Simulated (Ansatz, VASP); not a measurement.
**One calculation of SnO, two programs**

File INCAR:

```
  ALGO = Normal
  EDIFF = 1E-7
  ENCUT = 520
  GGA = PS
  ISIF = 2
  ISMEAR = 0
  LASPH = True
  LCHARG = False
  LREAL = False
  LWAVE = False
  NBANDS = 28
  NELM = 80
  PREC = Accurate
  SIGMA = 0.15
```

Contents of KPOINTS:

```
k-points
0
Gamma
  10 10 8
```

The input POSCAR:

```
SnO
1.0
    3.8042540618      0.0000000000      0.0000000000
    0.0000000000      3.8042540618      0.0000000000
    0.0000000000      0.0000000000      4.6318000000
Sn O
2 2
Direct
    0.0000000000      0.5000000000      0.2424656060
    0.5000000000      0.0000000000      0.7575343940
    0.0000000000      0.0000000000      0.0000000000
    0.5000000000      0.5000000000      0.0000000000
```

Input for Ansatz:

```yaml
crystal:
  lattice:
    - [3.8042540618, 0.0, 0.0]
    - [0.0, 3.8042540618, 0.0]
    - [0.0, 0.0, 4.6318]
  atoms:
    - { symbol: Sn, position: [0.0, 0.5, 0.242465606] }
    - { symbol: Sn, position: [0.5, 0.0, 0.757534394] }
    - { symbol: O, position: [0.0, 0.0, 0.0] }
    - { symbol: O, position: [0.5, 0.5, 0.0] }
basis:
  ecutwfc: 520.0
kpoints:
  mp_grid: { grid: [10, 10, 8] }
hamiltonian:
  xc: pbesol
  pseudopotentials: { kind: paw, azcp: { folder: soft_1 } }
scf:
  occupations: { method: gaussian, width: 0.15 }
output:
  forces: true
  stress: true
  eigenvalues: true
```

Alike in both runs: task single point; functional PBEsol; k mesh 10 × 10 × 8; occupations gaussian, width 0.15 eV; no spin polarisation.

|  | VASP | Ansatz |
| --- | --- | --- |
| version | VASP 6.6.1 | Ansatz 0.2.0 |
| potentials or method | VASP PAW PBE potentials, release 64 (Sn_d, O), cutoff 520 eV | scalar-relativistic, plane waves, PAW |
| valence electrons in the cell | 40 | 40 |

Ansatz gave:

- gap on the k mesh at the Fermi level (eV): none
- pressure (GPa): 2.2
- traceless stress, the component that is largest in VASP (GPa): 0.88
- rms of the force components (eV/Å): 0.185

Q: What did VASP give for the same quantities?

A: gap on the k mesh at the Fermi level (eV): none; pressure (GPa): 2.5; traceless stress, the component that is largest in VASP (GPa): 0.86; rms of the force components (eV/Å): 0.227.

VASP's potentials were made for PBE, not for PBEsol, and Ansatz warns of the same on its side. Atom by atom the forces differ by 0.042 eV/Å (rms over components). A gap of «none» marks a metal or a gap that the smearing closes. With one functional, cell and mesh, what is left measures potentials, basis and numerics.
